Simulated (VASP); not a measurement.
# Cu (I4/mmm) in VASP: notebook, part 2 of 2

VASP 6.6.1. Earlier steps stand in the parts before.

## 3. Relaxation of shape and atoms at fixed volume, PBE (volume scaled by 0.94)

Contents of INCAR:

```
ALGO     = Fast           # electronic algorithm
EDIFF    = 1E-6           # SCF threshold, eV
EDIFFG   = -0.01          # ionic threshold
ENCUT    = 600            # plane-wave cutoff, eV
GGA      = PE             # functional
IBRION   = 2              # ionic algorithm
ISIF     = 4              # what is computed and relaxed
ISMEAR   = 0              # smearing method
LASPH    = True           # aspherical terms in the spheres
LCHARG   = False          # write CHGCAR
LREAL    = False          # projectors in reciprocal space
LWAVE    = False          # write WAVECAR
NELM     = 80             # most SCF steps
NSW      = 50             # ionic steps
PREC     = Accurate       # precision mode
SIGMA    = 0.1            # smearing width, eV
```

Contents of KPOINTS:

```
k-points
0
Gamma
  30 30 30
```

Contents of POSCAR:

```
Cu
1.0
   -1.2571965511      1.2571965511      1.7770166904
    1.2571965511     -1.2571965511      1.7770166904
    1.2571965511      1.2571965511     -1.7770166904
Cu
1
Direct
    0.5000000000      0.5000000000      0.0000000000
```

Potentials or basis: VASP PAW PBE potentials, release 64 (Cu).

On the command line:

```
> cat potpaw_PBE.64/Cu/POTCAR > POTCAR
> mpirun -np 1 vasp_std > vasp.out
```

OUTCAR:

```text
EDIFF = 1E-6
   EDIFFG = -0.01
   ENCUT = 600
   GGA = PE
   IBRION = 2
   ISIF = 4
   ISMEAR = 0
   LASPH = True
   LREAL = False
   NELM = 80
   NSW = 50
   PREC = Accurate

 ion  position               nearest neighbor table
   1  0.500  0.500  0.000-

  LATTYP: Found a body centered tetragonal cell.
 ALAT       =     2.5143931022
 C/A-ratio  =     1.4134756326

  Lattice vectors:

 A1 = (  -1.2571965511,   1.2571965511,   1.7770166904)
 A2 = (   1.2571965511,  -1.2571965511,   1.7770166904)
 A3 = (   1.2571965511,   1.2571965511,  -1.7770166904)

Analysis of symmetry for initial positions (statically):
=====================================================================
 Subroutine PRICEL returns:
 Original cell was already a primitive cell.

 Routine SETGRP: Setting up the symmetry group for a
 body centered tetragonal supercell.

 Subroutine GETGRP returns: Found 16 space group operations
 (whereof 16 operations were pure point group operations)
 out of a pool of 16 trial point group operations.

The static configuration has the point symmetry D_4h.

Analysis of symmetry for dynamics (positions and initial velocities):
=====================================================================
 Subroutine PRICEL returns:
 Original cell was already a primitive cell.

 Routine SETGRP: Setting up the symmetry group for a
 body centered tetragonal supercell.

 Subroutine GETGRP returns: Found 16 space group operations
 (whereof 16 operations were pure point group operations)
 out of a pool of 16 trial point group operations.

The dynamic configuration has the point symmetry D_4h.

 Subroutine INISYM returns: Found 16 space group operations
 (whereof 16 operations are pure point group operations),
 and found     1 'primitive' translations

----------------------------------------------------------------------------------------

                                     Primitive cell

  volume of cell :      11.2346

  direct lattice vectors                    reciprocal lattice vectors
    -1.257196551  1.257196551  1.777016690     0.000000000  0.397710286  0.281370458
     1.257196551 -1.257196551  1.777016690     0.397710286  0.000000000  0.281370458
     1.257196551  1.257196551 -1.777016690     0.397710286  0.397710286  0.000000000

  length of vectors
     2.513737189  2.513737189  2.513737189     0.487178413  0.487178413  0.562447280

  position of ions in fractional coordinates (direct lattice)
     0.500000000  0.500000000  0.000000000

  ion indices of the primitive-cell ions
   primitive index   ion index
                 1           1

----------------------------------------------------------------------------------------

 KPOINTS: k-points

Automatic generation of k-mesh.
 Grid dimensions read from file:
 generate k-points for:   30   30   30

 Generating k-lattice:

  Cartesian coordinates                     Fractional coordinates (reciprocal lattice)
     0.000000000  0.013257010  0.009379015     0.033333333  0.000000000  0.000000000
     0.013257010  0.000000000  0.009379015     0.000000000  0.033333333  0.000000000
     0.013257010  0.013257010  0.000000000     0.000000000  0.000000000  0.033333333

  Length of vectors
     0.016239280  0.016239280  0.018748243

  Shift w.r.t. Gamma in fractional coordinates (k-lattice)
     0.000000000  0.000000000  0.000000000

 Subroutine IBZKPT returns following result:
 ===========================================

 Found   1992 irreducible k-points:

 Following reciprocal coordinates:
            Coordinates               Weight
  0.000000  0.000000  0.000000      1.000000
  0.033333 -0.000000  0.000000      8.000000
  0.066667  0.000000  0.000000      8.000000
  0.100000 -0.000000  0.000000      8.000000
  0.133333 -0.000000  0.000000      8.000000
  0.166667  0.000000 -0.000000      8.000000
[... 16 lines left out ...]
  0.233333  0.033333  0.000000     16.000000
  0.266667  0.033333  0.000000     16.000000
 [... further k-points ...]
   k-points           NKPTS =   1992   k-points in BZ     NKDIM =   1992   number of bands    NBANDS=      9
   number of dos      NEDOS =    301   number of ions     NIONS =      1
   total plane-waves  NPLWV =   8000
   dimension x,y,z NGX =    20 NGY =   20 NGZ =   20
   dimension x,y,z NGXF=    40 NGYF=   40 NGZF=   40
   ions per type =               1
   NGX,Y,Z   is equivalent  to a cutoff of  13.23, 13.23, 13.23 a.u.
   NGXF,Y,Z  is equivalent  to a cutoff of  26.45, 26.45, 26.45 a.u.
 SYSTEM =  unknown system
   PREC   = accura    normal or accurate (medium, high low for compatibility)
   ISTART =      0    job   : 0-new  1-cont  2-samecut
   ICHARG =      2    charge: 1-file 2-atom 10-const
   ISPIN  =      1    spin polarized calculation?
   LNONCOLLINEAR =      F non collinear calculations
   LSORBIT =      F    spin-orbit coupling
   LASPH  =      T    aspherical Exc in radial PAW
   ENCUT  =  600.0 eV  44.10 Ry    6.64 a.u.   5.02  5.02  5.02*2*pi/ulx,y,z
   NELM   =     80;   NELMIN=  2; NELMDL= -5     # of ELM steps
   EDIFF  = 0.1E-05   stopping-criterion for ELM
   LREAL  =      F    real-space projection
   EDIFFG = -.1E-01   stopping-criterion for IOM
   NSW    =     50    number of steps for IOM
   IBRION =      2    ionic relax: 0-MD 1-quasi-New 2-CG
   NFREE  =      1    steps in history (QN), initial steepest desc. (CG)
   ISIF   =      4    stress and relaxation
   ISYM   =      2    0-nonsym 1-usesym 2-fastsym
   POTIM  = 0.5000    time-step for ionic-motion
   TEBEG  =    0.0;   TEEND  =   0.0 temperature during run
   PSTRESS=    0.0 pullay stress
   NELECT =      11.0000    total number of electrons
   NUPDOWN=      -1.0000    fix difference up-down
   EMIN   =  10.00;   EMAX   =-10.00  energy-range for DOS
   EFERMI =   0.00;   METHOD = LEGACY
   ISMEAR =     0;   SIGMA  =   0.10  broadening in eV -4-tet -1-fermi 0-gaus
   EFERMI_NEDOS =   21; number of points for ismear=-14 and -15
   IALGO  =     68    algorithm
   IMIX   =      4    mixing-type and parameters
     AMIX     =   0.40;   BMIX     =  1.00
     AMIX_MAG =   1.60;   BMIX_MAG =  1.00
  volume/ion in A,a.u.               =      11.23        75.81
  Fermi-wavevector in a.u.,A,eV,Ry     =   1.625623  3.071982 35.955428  2.642649
  Thomas-Fermi vector in A             =   2.718716
   LORBIT       =      0    0 simple, 1 ext, 2 COOP (PROOUT), +10 PAW based schemes
   GGA     = PE    functional components
   LHFCALC =     F    Hartree Fock is set to
   AEXX    =    0.0000 exact exchange contribution
   IVDW    =     0    specifies the selected vdW correction
   LEPSILON=     F    determine dielectric tensor
   LRPA    =     F    only Hartree local field effects (RPA)
 conjugate gradient relaxation of ions
 non-spin polarized calculation
 RMM-DIIS sequential band-by-band and
 Gauss-broadening in eV      SIGMA  =   0.10
  energy-cutoff  :      600.00
  volume of cell :       11.23
 maximum number of plane-waves:       388
   NGX =  9   NGY =  9   NGZ =  9

 number of electron      11.0000013 magnetization

 Free energy of the ion-electron system (eV)
  ---------------------------------------------------
  ext. energy  EPLUGINS =         0.00000000
  ---------------------------------------------------
  free energy    TOTEN  =        -3.70464364 eV

  energy without entropy =       -3.70343523  energy(sigma->0) =       -3.70403943

 E-fermi :   8.2523     XC(G=0): -13.0191

 val. band max:        8.2507918572   @ k =  -0.2667   0.4000   0.1000
 cond. band min:       8.2525098240   @ k =   0.5000   0.1667   0.1000
 fundamental gap:      0.0017179668
 Fermi energy:         8.2522923543

 k-point     1 :       0.0000    0.0000    0.0000
  band No.  band energies     occupation
      1      -1.5172      2.00000
      2       5.0332      2.00000
      3       5.0332      2.00000
      4       5.0359      2.00000
      5       5.9210      2.00000
      6       5.9237      2.00000
      7      31.2144      0.00000
      8      34.2527      0.00000
      9      34.2728      0.00000

 k-point     2 :       0.0333   -0.0000    0.0000
  band No.  band energies     occupation
      1      -1.4751      2.00000
      2       5.0245      2.00000
      3       5.0417      2.00000
      4       5.0436      2.00000
      5       5.9175      2.00000
      6       5.9202      2.00000
      7      31.0858      0.00000
      8      33.5223      0.00000
      9      34.1318      0.00000
[... 253 lines left out ...]
 k-point    24 :       0.2667    0.0333    0.0000
  band No.  band energies     occupation
      1       1.1461      2.00000
      2       4.7613      2.00000
      3       5.1762      2.00000
      4       5.1934      2.00000
      5       6.0134      2.00000
      6       6.1686      2.00000
      7      19.7635      0.00000
      8      29.7748      0.00000
      9      32.0057      0.00000

 [... further k-points ...]
[... 5 lines left out ...]
  --------------------------------------------------------------------------------------
  -------------------------------------------------------------------------------------
  Total        0.8036181      0.8036181      0.8061730      0.0000000      0.0000000      0.0000000
  in kB      114.6046965    114.6046965    114.9690586      0.0000000      0.0000000      0.0000000
  external PRESSURE =     114.7261505 kB  Pullay stress =       0.0000000 kB

 VOLUME and BASIS-vectors are now :
 -----------------------------------------------------------------------------
  energy-cutoff  :      600.00
  volume of cell :       11.23
      direct lattice vectors                 reciprocal lattice vectors
    -1.257196551  1.257196551  1.777016690     0.000000000  0.397710286  0.281370458
     1.257196551 -1.257196551  1.777016690     0.397710286  0.000000000  0.281370458
     1.257196551  1.257196551 -1.777016690     0.397710286  0.397710286  0.000000000

 POSITION                                       TOTAL-FORCE (eV/Angst)
 -----------------------------------------------------------------------------------
      0.00000      0.00000      1.77702         0.000000     -0.000000      0.000000
 -----------------------------------------------------------------------------------
    total drift:                               -0.000000     -0.000000      0.000000

  FREE ENERGIE OF THE ION-ELECTRON SYSTEM (eV)
  ---------------------------------------------------
  free  energy   TOTEN  =        -3.7046436412 eV

  energy  without entropy=       -3.7034352262  energy(sigma->0) =       -3.70403943

 reached required accuracy - stopping structural energy minimisation
```

Run time: 2.3 min. Hardware: 1 thread of Intel Xeon 6975P-C (Granite Rapids), shared host; peak memory 0.37 GiB.

Results:

* Free energy: -3.7046 eV
* Pressure after relaxing: 11.5 GPa

Final structure:
```
Cu
1.0
    -1.25720    1.25720    1.77702
     1.25720   -1.25720    1.77702
     1.25720    1.25720   -1.77702
Cu
1
Direct
  0.50000 0.50000 0.00000
```

Levels at points of the mesh, in eV from the Fermi level:
```
           k point  band 3  band 4  band 5  band 6  band 7  band 8  band 9
(0.00, 0.00, 0.00)   -3.22   -3.22   -2.33   -2.33   22.96   26.00   26.02
(0.50, 0.00, 0.00)   -3.25   -1.72   -1.72   -1.18    3.98   21.43   22.84
(0.50, 0.50, 0.00)   -1.74   -1.56   -1.56    1.43    7.43   13.45   13.45
(0.50, 0.50, 0.50)   -1.74   -1.56   -1.56    1.44    7.45   13.44   13.44
```

Caveat: the relaxation stopped at its first step, so nothing moved.
